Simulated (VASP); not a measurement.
# Ge in VASP: further runs, part 2 of 2

VASP 6.6.1. Earlier steps stand in the parts before.

## (3) Single point, PBE

This run uses another cell than the first one: it holds 1 atom, not 2.

File INCAR:

```
PREC = Accurate
ENCUT = 520
EDIFF = 1E-6
ISMEAR = 0
SIGMA = 0.1
LREAL = False
LASPH = True
NELM = 60
ALGO = Normal
ISIF = 2
LWAVE = False
LCHARG = False
GGA = PE
NBANDS = 13
```

File KPOINTS:

```
regular mesh
0
Gamma
  20 20 20
```

File POSCAR:

```
Ge
1.0
    2.7110204328      0.0000000000      0.0000000000
    0.0000000000      2.7110204328      0.0000000000
    0.0000000000      0.0000000000      2.7109549152
Ge
1
Direct
    0.0000000000      0.0000000000      0.5000000000
```

Potentials or basis: VASP PAW PBE potentials, release 64 (Ge_d).

On the command line:

```bash
$ cat potpaw_PBE.64/Ge_d/POTCAR > POTCAR
$ mpirun -np 1 vasp_std > vasp.out
```

OUTCAR:

```text
PREC = Accurate
   ENCUT = 520
   EDIFF = 1E-6
   ISMEAR = 0
   LREAL = False
   LASPH = True
   NELM = 60
   ISIF = 2
   GGA = PE

 ion  position               nearest neighbor table
   1  0.000  0.000  0.500-

  LATTYP: Found a simple tetragonal cell.
 ALAT       =     2.7110204328
 C/A-ratio  =     0.9999758329

  Lattice vectors:

 A1 = (   2.7110204328,   0.0000000000,   0.0000000000)
 A2 = (   0.0000000000,   2.7110204328,   0.0000000000)
 A3 = (   0.0000000000,   0.0000000000,   2.7109549152)

Analysis of symmetry for initial positions (statically):
=====================================================================
 Subroutine PRICEL returns:
 Original cell was already a primitive cell.

 Routine SETGRP: Setting up the symmetry group for a
 simple tetragonal supercell.

 Subroutine GETGRP returns: Found 16 space group operations
 (whereof 16 operations were pure point group operations)
 out of a pool of 16 trial point group operations.

The static configuration has the point symmetry D_4h.

Analysis of symmetry for dynamics (positions and initial velocities):
=====================================================================
 Subroutine PRICEL returns:
 Original cell was already a primitive cell.

 Routine SETGRP: Setting up the symmetry group for a
 simple tetragonal supercell.

 Subroutine GETGRP returns: Found 16 space group operations
 (whereof 16 operations were pure point group operations)
 out of a pool of 16 trial point group operations.

The dynamic configuration has the point symmetry D_4h.

 Subroutine INISYM returns: Found 16 space group operations
 (whereof 16 operations are pure point group operations),
 and found     1 'primitive' translations

----------------------------------------------------------------------------------------

                                     Primitive cell

  volume of cell :      19.9245

  direct lattice vectors                    reciprocal lattice vectors
     2.711020433  0.000000000  0.000000000     0.368864796  0.000000000  0.000000000
     0.000000000  2.711020433  0.000000000     0.000000000  0.368864796  0.000000000
     0.000000000  0.000000000  2.710954915     0.000000000  0.000000000  0.368873711

  length of vectors
     2.711020433  2.711020433  2.710954915     0.368864796  0.368864796  0.368873711

  position of ions in fractional coordinates (direct lattice)
     0.000000000  0.000000000  0.500000000

  ion indices of the primitive-cell ions
   primitive index   ion index
                 1           1

----------------------------------------------------------------------------------------

 KPOINTS: regular mesh

Automatic generation of k-mesh.
 Grid dimensions read from file:
 generate k-points for:   20   20   20

 Generating k-lattice:

  Cartesian coordinates                     Fractional coordinates (reciprocal lattice)
     0.018443240  0.000000000  0.000000000     0.050000000  0.000000000  0.000000000
     0.000000000  0.018443240  0.000000000     0.000000000  0.050000000  0.000000000
     0.000000000  0.000000000  0.018443686     0.000000000  0.000000000  0.050000000

  Length of vectors
     0.018443240  0.018443240  0.018443686

  Shift w.r.t. Gamma in fractional coordinates (k-lattice)
     0.000000000  0.000000000  0.000000000

 Subroutine IBZKPT returns following result:
 ===========================================

 Found    726 irreducible k-points:

 Following reciprocal coordinates:
            Coordinates               Weight
  0.000000  0.000000  0.000000      1.000000
  0.050000  0.000000  0.000000      4.000000
  0.100000  0.000000  0.000000      4.000000
  0.150000  0.000000  0.000000      4.000000
  0.200000  0.000000  0.000000      4.000000
  0.250000  0.000000  0.000000      4.000000
[... 16 lines left out ...]
  0.150000  0.100000  0.000000      8.000000
  0.200000  0.100000  0.000000      8.000000
 [... further k-points ...]
   k-points           NKPTS =    726   k-points in BZ     NKDIM =    726   number of bands    NBANDS=     13
   number of dos      NEDOS =    301   number of ions     NIONS =      1
   total plane-waves  NPLWV =   8000
   dimension x,y,z NGX =    20 NGY =   20 NGZ =   20
   dimension x,y,z NGXF=    40 NGYF=   40 NGZF=   40
   ions per type =               1
   NGX,Y,Z   is equivalent  to a cutoff of  12.26, 12.26, 12.26 a.u.
   NGXF,Y,Z  is equivalent  to a cutoff of  24.53, 24.53, 24.53 a.u.
 SYSTEM =  unknown system
   PREC   = accura    normal or accurate (medium, high low for compatibility)
   ISTART =      0    job   : 0-new  1-cont  2-samecut
   ICHARG =      2    charge: 1-file 2-atom 10-const
   ISPIN  =      1    spin polarized calculation?
   LNONCOLLINEAR =      F non collinear calculations
   LSORBIT =      F    spin-orbit coupling
   LASPH  =      T    aspherical Exc in radial PAW
   ENCUT  =  520.0 eV  38.22 Ry    6.18 a.u.   5.04  5.04  5.04*2*pi/ulx,y,z
   NELM   =     60;   NELMIN=  2; NELMDL= -5     # of ELM steps
   EDIFF  = 0.1E-05   stopping-criterion for ELM
   LREAL  =      F    real-space projection
   EDIFFG = 0.1E-04   stopping-criterion for IOM
   NSW    =      0    number of steps for IOM
   IBRION =     -1    ionic relax: 0-MD 1-quasi-New 2-CG
   NFREE  =      0    steps in history (QN), initial steepest desc. (CG)
   ISIF   =      2    stress and relaxation
   ISYM   =      2    0-nonsym 1-usesym 2-fastsym
   POTIM  = 0.5000    time-step for ionic-motion
   TEBEG  =    0.0;   TEEND  =   0.0 temperature during run
   PSTRESS=    0.0 pullay stress
   NELECT =      14.0000    total number of electrons
   NUPDOWN=      -1.0000    fix difference up-down
   EMIN   =  10.00;   EMAX   =-10.00  energy-range for DOS
   EFERMI =   0.00;   METHOD = LEGACY
   ISMEAR =     0;   SIGMA  =   0.10  broadening in eV -4-tet -1-fermi 0-gaus
   EFERMI_NEDOS =   21; number of points for ismear=-14 and -15
   IALGO  =     38    algorithm
   IMIX   =      4    mixing-type and parameters
     AMIX     =   0.40;   BMIX     =  1.00
     AMIX_MAG =   1.60;   BMIX_MAG =  1.00
  volume/ion in A,a.u.               =      19.92       134.46
  Fermi-wavevector in a.u.,A,eV,Ry     =   1.455420  2.750344 28.820489  2.118246
  Thomas-Fermi vector in A             =   2.572456
   LORBIT       =      0    0 simple, 1 ext, 2 COOP (PROOUT), +10 PAW based schemes
   GGA     = PE    functional components
   LHFCALC =     F    Hartree Fock is set to
   AEXX    =    0.0000 exact exchange contribution
   IVDW    =     0    specifies the selected vdW correction
   LEPSILON=     F    determine dielectric tensor
   LRPA    =     F    only Hartree local field effects (RPA)
 non-spin polarized calculation
 Gauss-broadening in eV      SIGMA  =   0.10
  energy-cutoff  :      520.00
  volume of cell :       19.92
 maximum number of plane-waves:       554
   NGX = 11   NGY = 11   NGZ = 11

 number of electron      13.9999969 magnetization

 Free energy of the ion-electron system (eV)
  ---------------------------------------------------
  ext. energy  EPLUGINS =         0.00000000
  ---------------------------------------------------
  free energy    TOTEN  =        -4.27095918 eV

  energy without entropy =       -4.26845656  energy(sigma->0) =       -4.26970787

 E-fermi :   5.8946     XC(G=0): -10.9077

 val. band max:        5.8806754762   @ k =   0.3000   0.2000   0.3000
 cond. band min:       5.9172030440   @ k =   0.4500   0.4000   0.4500
 fundamental gap:      0.0365275678
 Fermi energy:         5.8946073412

 k-point     1 :       0.0000    0.0000    0.0000
  band No.  band energies     occupation
      1     -18.7596      2.00000
      2     -18.7596      2.00000
      3     -18.5168      2.00000
      4     -18.5168      2.00000
      5     -18.5168      2.00000
      6      -6.8160      2.00000
      7      12.4943      0.00000
      8      12.4943      0.00000
      9      12.4952      0.00000
     10      15.9304      0.00000
     11      15.9309      0.00000
     12      18.3382      0.00000
     13      34.5123      0.00000
[... 353 lines left out ...]
 k-point    24 :       0.2000    0.1000    0.0000
  band No.  band energies     occupation
      1     -18.7422      2.00000
      2     -18.6866      2.00000
      3     -18.5458      2.00000
      4     -18.5382      2.00000
      5     -18.5209      2.00000
      6      -5.8446      2.00000
      7       7.1015      0.00000
      8      10.9411      0.00000
      9      13.4086      0.00000
     10      17.4663      0.00000
     11      20.0367      0.00000
     12      23.3196      0.00000
     13      25.3763      0.00000

 [... further k-points ...]

------------------------ aborting loop because EDIFF is reached ----------------------------------------

  FORCE on cell =-STRESS in cart. coord.  units (eV):
  Direction    XX          YY          ZZ          XY          YZ          ZX
  --------------------------------------------------------------------------------------
  -------------------------------------------------------------------------------------
  Total       -0.0062135     -0.0062135     -0.0058988      0.0000000      0.0000000     -0.0000000
  in kB       -0.4996399     -0.4996399     -0.4743331      0.0000000      0.0000000     -0.0000000
  external PRESSURE =      -0.4912043 kB  Pullay stress =       0.0000000 kB

 VOLUME and BASIS-vectors are now :
 -----------------------------------------------------------------------------
  energy-cutoff  :      520.00
  volume of cell :       19.92
      direct lattice vectors                 reciprocal lattice vectors
     2.711020433  0.000000000  0.000000000     0.368864796  0.000000000  0.000000000
     0.000000000  2.711020433  0.000000000     0.000000000  0.368864796  0.000000000
     0.000000000  0.000000000  2.710954915     0.000000000  0.000000000  0.368873711

 POSITION                                       TOTAL-FORCE (eV/Angst)
 -----------------------------------------------------------------------------------
      0.00000      0.00000      1.35548         0.000000      0.000000      0.000000
 -----------------------------------------------------------------------------------
    total drift:                                0.000000      0.000000     -0.000000

  FREE ENERGIE OF THE ION-ELECTRON SYSTEM (eV)
  ---------------------------------------------------
  free  energy   TOTEN  =        -4.2709591845 eV

  energy  without entropy=       -4.2684565641  energy(sigma->0) =       -4.26970787
```

stdout:

```text
POSCAR found type information on POSCAR Ge
 POSCAR found :  1 types and       1 ions
 scaLAPACK will be used
 LDA part: xc-table for (Slater+PW92), standard interpolation
 POSCAR, INCAR and KPOINTS ok, starting setup
 FFT: planning ... GRIDC
 FFT: planning ... GRID_SOFT
 FFT: planning ... GRID
 WAVECAR not read
 entering main loop
```

It took 60 s on 1 thread of Intel Xeon Platinum 8375C at 2.90GHz (Ice Lake), shared host; peak memory 0.27 GiB.

What came out:

```
Free energy            : -4.2710 eV
Pressure               : 0.0 GPa
Band gap on the k mesh : zero (bands 7 and 8 overlap by 9.10 eV)
```

## (4) Relaxation of cell and atoms, PBE

This run uses another cell than the first one: it holds 1 atom, not 2.

File INCAR:

```
SYSTEM = Ge
PREC     = Accurate       ! precision mode
ENCUT    = 600            ! plane-wave cutoff, eV
EDIFF    = 1E-6           ! SCF threshold, eV
ISMEAR   = 0              ! smearing method
SIGMA    = 0.1            ! smearing width, eV
LREAL    = .FALSE.        ! projectors in reciprocal space
LASPH    = .TRUE.         ! aspherical terms in the spheres
NELM     = 80             ! most SCF steps
ALGO     = Normal         ! electronic algorithm
ISIF     = 3              ! what is computed and relaxed
LWAVE    = .FALSE.        ! write WAVECAR
LCHARG   = .FALSE.        ! write CHGCAR
GGA      = PE             ! functional
IBRION   = 2              ! ionic algorithm
NSW      = 100            ! ionic steps
EDIFFG   = -0.01          ! ionic threshold
```

File KPOINTS:

```
regular mesh
0
G
  20 20 20
  0 0 0
```

File POSCAR:

```
Ge
1.0
    2.7425759358      0.0000000000      0.0000000000
    0.0000000000      2.7425759358      0.0000000000
    0.0000000000      0.0000000000      2.6558532703
Ge
1
Direct
    0.0000000000      0.0000000000      0.5000000000
```

Potentials or basis: VASP PAW PBE potentials, release 64 (Ge_d).

On the command line:

```bash
$ cat potpaw_PBE.64/Ge_d/POTCAR > POTCAR
$ mpirun -np 1 vasp_std > vasp.out
```

OUTCAR:

```text
SYSTEM = Ge
   PREC = Accurate
   ENCUT = 600
   EDIFF = 1E-6
   ISMEAR = 0
   LREAL = .FALSE.
   LASPH = .TRUE.
   NELM = 80
   ISIF = 3
   GGA = PE
   IBRION = 2
   NSW = 100
   EDIFFG = -0.01

 ion  position               nearest neighbor table
   1  0.000  0.000  0.500-

  LATTYP: Found a simple tetragonal cell.
 ALAT       =     2.7425759358
 C/A-ratio  =     0.9683791197

  Lattice vectors:

 A1 = (   2.7425759358,   0.0000000000,   0.0000000000)
 A2 = (   0.0000000000,   2.7425759358,   0.0000000000)
 A3 = (   0.0000000000,   0.0000000000,   2.6558532703)

Analysis of symmetry for initial positions (statically):
=====================================================================
 Subroutine PRICEL returns:
 Original cell was already a primitive cell.

 Routine SETGRP: Setting up the symmetry group for a
 simple tetragonal supercell.

 Subroutine GETGRP returns: Found 16 space group operations
 (whereof 16 operations were pure point group operations)
 out of a pool of 16 trial point group operations.

The static configuration has the point symmetry D_4h.

Analysis of symmetry for dynamics (positions and initial velocities):
=====================================================================
 Subroutine PRICEL returns:
 Original cell was already a primitive cell.

[... 399 lines left out ...]

 number of electron      13.9999995 magnetization

 Free energy of the ion-electron system (eV)
  ---------------------------------------------------
  ext. energy  EPLUGINS =         0.00000000
  ---------------------------------------------------
  free energy    TOTEN  =        -4.27106886 eV

  energy without entropy =       -4.26856229  energy(sigma->0) =       -4.26981557

 E-fermi :   5.8863     XC(G=0): -10.9036

 val. band max:        5.8749642920   @ k =   0.3000   0.3000   0.2000
 cond. band min:       5.9054006319   @ k =   0.3500   0.0000   0.5000
 fundamental gap:      0.0304363400
 Fermi energy:         5.8862744573

 k-point     1 :       0.0000    0.0000    0.0000
  band No.  band energies     occupation
      1     -18.7677      2.00000
      2     -18.7672      2.00000
      3     -18.5253      2.00000
      4     -18.5253      2.00000
      5     -18.5251      2.00000
      6      -6.8179      2.00000
      7      12.4669      0.00000
      8      12.4894      0.00000
      9      12.4894      0.00000
     10      15.9133      0.00000
     11      15.9250      0.00000
[... 309 lines left out ...]
 k-point    24 :       0.2000    0.1000    0.0000
  band No.  band energies     occupation
      1     -18.7499      2.00000
      2     -18.6946      2.00000
      3     -18.5540      2.00000
      4     -18.5466      2.00000
      5     -18.5294      2.00000
      6      -5.8466      2.00000
      7       7.0974      0.00000
      8      10.9365      0.00000
      9      13.3801      0.00000
     10      17.4404      0.00000
     11      20.0291      0.00000

 [... further k-points ...]

------------------------ aborting loop because EDIFF is reached ----------------------------------------

  FORCE on cell =-STRESS in cart. coord.  units (eV):
  Direction    XX          YY          ZZ          XY          YZ          ZX
  --------------------------------------------------------------------------------------
  -------------------------------------------------------------------------------------
  Total        0.0084446      0.0084446      0.0044886      0.0000000      0.0000000     -0.0000000
  in kB        0.6784964      0.6784964      0.3606499      0.0000000      0.0000000     -0.0000000
  external PRESSURE =       0.5725476 kB  Pullay stress =       0.0000000 kB
[... 16 lines left out ...]
  FREE ENERGIE OF THE ION-ELECTRON SYSTEM (eV)
  ---------------------------------------------------
  free  energy   TOTEN  =        -4.2710688563 eV

  energy  without entropy=       -4.2685622892  energy(sigma->0) =       -4.26981557

 reached required accuracy - stopping structural energy minimisation
```

OSZICAR:

```text
N       E                     dE             d eps       ncg     rms          rms(c)
DAV:   1     0.576256010693E+02    0.57626E+02   -0.82750E+03 16374   0.376E+03
DAV:   2     0.556357647569E+00   -0.57069E+02   -0.55202E+02 16431   0.416E+02
[... 50 lines left out ...]
   7 F= -.42710423E+01 E0= -.42697832E+01  d E =-.210976E-04
       N       E                     dE             d eps       ncg     rms          rms(c)
DAV:   1    -0.427196528501E+01   -0.92222E-03   -0.11500E-02 19479   0.265E+00    0.177E-01
DAV:   2    -0.427129494728E+01    0.67034E-03   -0.84444E-04 18312   0.734E-01    0.888E-02
DAV:   3    -0.427108098223E+01    0.21397E-03   -0.32326E-04 20058   0.392E-01    0.186E-02
DAV:   4    -0.427106863969E+01    0.12343E-04   -0.26173E-05 18246   0.128E-01    0.579E-03
DAV:   5    -0.427106885630E+01   -0.21661E-06   -0.40039E-07 10020   0.932E-03
   8 F= -.42710689E+01 E0= -.42698156E+01  d E =-.476765E-04
```

Wall time 4.2 min (1 thread of Intel Xeon Platinum 8375C at 2.90GHz (Ice Lake), shared host); peak memory 0.32 GiB.

What came out:

| Quantity | Value |
| --- | --- |
| Free energy | -4.2711 eV |
| Relaxed volume | 19.94 Å³/atom |
| Relaxed cell | a = 2.711 Å, b = 2.711 Å, c = 2.713 Å, α = 90.00°, β = 90.00°, γ = 90.00° |
| Space group after relaxing (to 0.1 Å) | Pm-3m (No. 221) |
| Energy gained by relaxing | 3.9 meV/atom |
| Ionic steps | 8 |
| Pressure after relaxing | 0.1 GPa |
| Band gap on the k mesh | zero (bands 7 and 8 overlap by 9.08 eV) |

Step by step:
```
step  energy change (eV)  largest force (eV/Å)  pressure (GPa)  volume (Å³)
   1              0.0000                0.0000           -0.14        19.98
   2             -0.0030                0.0000            0.19        19.92
   3             -0.0039                0.0000            0.29        19.88
   4             -0.0039                0.0000            0.19        19.88
   5             -0.0039                0.0000            0.21        19.87
   6             -0.0039                0.0000            0.28        19.87
   7             -0.0039                0.0000           -0.31        19.99
   8             -0.0039                0.0000            0.06        19.94
```

Final structure:
```
Ge
1.0
     2.71119    0.00000    0.00000
     0.00000    2.71119    0.00000
     0.00000    0.00000    2.71282
Ge
1
Direct
  0.00000 0.00000 0.50000
```

## (5) Overview

| task | cell | k mesh | cutoff (eV) | gap on the mesh (eV) | pressure (GPa) |
| --- | --- | --- | --- | --- | --- |
| single point | a = 2.743, b = 2.743, c = 5.312 Å, angles 90.0, 90.0, 90.2°, 2 atoms, atomic positions A | 6 × 6 × 4 | 520 | none | -0.1 |
| single point | a = 2.711 Å, 1 atom, atomic positions B | 20 × 20 × 20 | 520 | none | 0.0 |
| relaxation of cell and atoms | relaxed from a = 2.743, b = 2.743, c = 2.656 Å, 1 atom, atomic positions B | 20 × 20 × 20 | 600 | none | 0.1 |

Alike in all rows: level PBE; potentials or basis VASP PAW PBE potentials, release 64 (Ge_d); no spin polarisation; smearing gaussian 0.1 eV.

Caveats: some runs use coarse meshes.

Absolute energies hang on the potentials; compare differences alone.
